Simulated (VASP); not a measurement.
The system is Mg2H3.

```
Mg H
1.0
     3.29804    0.00000    0.00000
    -1.64902    2.85619    0.00000
     0.00000    0.00000    5.36317
Mg H
2 3
Cartesian
  0.0000 0.0000 1.5714
  0.0000 0.0000 3.7918
  1.6490 0.0000 2.6816
  -0.8245 1.4281 2.6816
  0.8245 1.4281 2.6816
```

- Program: VASP 6.6.1
- Task: relaxation of cell and atoms
- Functional: PBE
- Potentials or basis: VASP PAW PBE potentials, release 64 (Mg, H)
- Cutoff: 600 eV
- k mesh: 6 × 6 × 4
- Occupations: gaussian, width 0.1 eV
- Spin: no spin polarisation

At the start: pressure 17.0 GPa; volume 10.10 Å³/atom.

How do energy, volume and symmetry change on relaxing?

Over 23 steps the energy falls by 212.9 meV/atom and the volume is 11.05 Å³/atom (+9.4 %); space group P6/mmm (No. 191, to 0.05 Å).

Step by step:
| step | energy change (eV) | largest force (eV/Å) | pressure (GPa) | volume (Å³) |
| --- | --- | --- | --- | --- |
| 1 | 0.0000 | 3.7489 | 16.97 | 50.52 |
| 2 | -0.9932 | 0.2613 | 0.08 | 58.75 |
| 3 | -0.9970 | 0.0828 | -0.87 | 59.58 |
| 4 | -0.9971 | 0.1239 | -0.66 | 59.38 |
| 5 | -1.0001 | 0.1069 | -0.48 | 58.94 |
| 6 | -1.0037 | 0.0111 | 0.14 | 57.64 |
| 7 | -1.0038 | 0.0270 | 0.06 | 57.79 |
| 8 | -1.0051 | 0.0068 | 0.00 | 57.70 |
| 9 | -1.0136 | 0.0298 | -0.23 | 57.42 |
| 10 | -1.0452 | 0.1705 | -0.49 | 56.85 |
| 11 | -1.0479 | 0.4277 | -0.61 | 55.63 |
| 12 | -1.0466 | 0.2584 | -0.53 | 56.35 |
| 13 | -1.0471 | 0.2517 | -0.53 | 56.31 |
| 14 | -1.0489 | 0.2328 | -0.52 | 56.19 |
| 15 | -1.0535 | 0.2122 | -0.51 | 55.95 |
| 16 | -1.0571 | 0.2939 | -0.40 | 55.45 |
| 17 | -1.0576 | 0.2513 | -0.46 | 55.63 |
| 18 | -1.0577 | 0.2618 | -0.44 | 55.58 |
| 19 | -1.0591 | 0.2305 | -0.39 | 55.54 |
| 20 | -1.0622 | 0.1373 | -0.21 | 55.43 |
| 21 | -1.0640 | 0.0117 | 0.17 | 55.21 |
| 22 | -1.0641 | 0.0068 | 0.12 | 55.24 |
| 23 | -1.0644 | 0.0034 | 0.09 | 55.27 |

Final structure:
```xyz
5
Lattice="3.2539 0.0000 0.0000 -1.6270 2.8180 0.0000 0.0000 0.0000 6.0281" Properties=species:S:1:pos:R:3 pbc="T T T"
Mg    0.0000    0.0000    1.4734
Mg    0.0000    0.0000    4.5547
H     1.6270    0.0000    3.0141
H    -0.8135    1.4090    3.0141
H     0.8135    1.4090    3.0141
```

Caveat: the k points lie up to 0.37 Å⁻¹ apart in the final cell.
